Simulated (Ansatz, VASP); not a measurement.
## Two plane-wave programs on W

```
CELL_PARAMETERS angstrom
0.00000 2.03000 2.03000
2.03000 0.00000 2.03000
2.03000 2.03000 0.00000
ATOMIC_POSITIONS crystal
W 0.00000 0.00000 0.00000
```

Alike in both runs: task electric field gradients; functional PBE; k mesh 14 × 14 × 14; occupations fermi-dirac, width 0.05 eV; non-collinear spin, spin-orbit coupling.

```csv
,VASP,Ansatz
version,VASP 6.6.1,Ansatz 0.2.0
potentials or method,"VASP PAW PBE potentials, release 64 (W_sv)","PAW with Ansatz's default frozen-core files, fully relativistic files with spin-orbit coupling"
plane-wave cutoff (eV),520,420
valence electrons in the cell,14,14
```

|  | VASP | Ansatz | Ansatz less VASP |
| --- | --- | --- | --- |
| pressure (GPa) | -3.0 | -3.8 | -0.73 |
| net moment per atom (μB) | 0.00 | 0.00 | 0.000 |

With one functional, cell and mesh, what is left measures potentials, basis and numerics.
